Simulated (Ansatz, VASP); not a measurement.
# Two plane-wave programs on Re

Contents of INCAR:

```
ALGO     = Normal         # electronic algorithm
EDIFF    = 1E-6           # SCF threshold, eV
ENCUT    = 520            # plane-wave cutoff, eV
GGA      = PE             # functional
ISIF     = 2              # what is computed and relaxed
ISMEAR   = 0              # smearing method
LASPH    = True           # aspherical terms in the spheres
LCHARG   = True           # write CHGCAR
LELF     = True           # ELF
LREAL    = False          # projectors in reciprocal space
LVHAR    = True         
LWAVE    = False          # write WAVECAR
NBANDS   = 10             # bands
NELM     = 100            # most SCF steps
PREC     = Accurate       # precision mode
SIGMA    = 0.15           # smearing width, eV
```

KPOINTS

```
k-points
0
Gamma
  20 20 20
```

File POSCAR:

```
Re
1.0
    0.0000000000      2.0095625000      1.9750000000
    1.9750000000      0.0000000000      1.9750000000
    1.9750000000      2.0095625000      0.0000000000
Re
1
Direct
    0.0000000000      0.0000000000      0.0000000000
```

Input for Ansatz:

```yaml
crystal:
  lattice:
    - [0.0, 2.0095625, 1.975]
    - [1.975, 0.0, 1.975]
    - [1.975, 2.0095625, 0.0]
  atoms:
    - { symbol: Re, position: [0.0, 0.0, 0.0] }
basis:
  ecutwfc: 420
kpoints:
  mp_grid: { grid: [20, 20, 20] }
hamiltonian:
  xc: pbe
scf:
  occupations: { method: gaussian, width: 0.15 }
output:
  forces: true
  stress: true
  eigenvalues: true
```

Change from the starting cell: strain +0.0175 x Voigt [0, 1, 0, 0, 0, 0], atoms carried along.

Alike in both runs: task single point; functional PBE; k mesh 20 × 20 × 20; occupations gaussian, width 0.15 eV; no spin polarisation.

|  | VASP | Ansatz |
| --- | --- | --- |
| version | VASP 6.6.1 | Ansatz 0.2.0 |
| potentials or method | VASP PAW PBE potentials, release 64 (Re), cutoff 520 eV | scalar-relativistic, plane waves, PAW |
| valence electrons in the cell | 7 | 15 |

|  | VASP | Ansatz | Ansatz less VASP |
| --- | --- | --- | --- |
| gap on the k mesh at the Fermi level (eV) | none | none | - |
| pressure (GPa) | -15.2 | -14.5 | +0.76 |
| traceless stress, the component that is largest in VASP (GPa) | -3.05 | -3.08 | -0.032 |

A gap of «none» marks a metal or a gap that the smearing closes. VASP's potentials hold 7 valence electrons a cell and Ansatz's 15, so a difference there can come from the potentials and not from the codes.

Neither program's run includes spin-orbit coupling.
